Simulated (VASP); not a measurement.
GaN:

```
CELL_PARAMETERS angstrom
3.20106 0.00000 0.00000
-1.60053 2.77220 0.00000
0.00000 0.00000 5.20021
ATOMIC_POSITIONS crystal
Ga 0.66667 0.33333 0.50000
Ga 0.33333 0.66667 0.00000
N 0.66667 0.33333 0.87500
N 0.33333 0.66667 0.37500
```

Program: VASP 6.6.1. Alike in all runs: task single point; no spin polarisation; cell as given; k mesh 10 × 10 × 5; cutoff (eV) 520; smearing fermi-dirac 0.05 eV.

**Question.** Order these runs on this cell by their pressure, lowest first.
A. level r2SCAN+rVV10; potentials or basis VASP PAW PBE potentials, release 64 (Ga_d, N)
B. level revPBE; potentials or basis VASP PAW PBE potentials, release 64 (Ga_d, N)
C. level revPBE+D3(BJ); potentials or basis VASP PAW PBE potentials, release 64 (Ga_d, N)
D. level LDA; potentials or basis VASP PAW LDA potentials, release 64 (Ga_d, N)
E. level revPBE+D4; potentials or basis VASP PAW PBE potentials, release 64 (Ga_d, N)

**Answer.** D (-7.0 GPa), E (-5.0 GPa), A (-3.0 GPa), C (-1.0 GPa), B (6.2 GPa).

Caveats: the PAW data sets were made with another functional, which shifts forces and pressure a little (some runs).
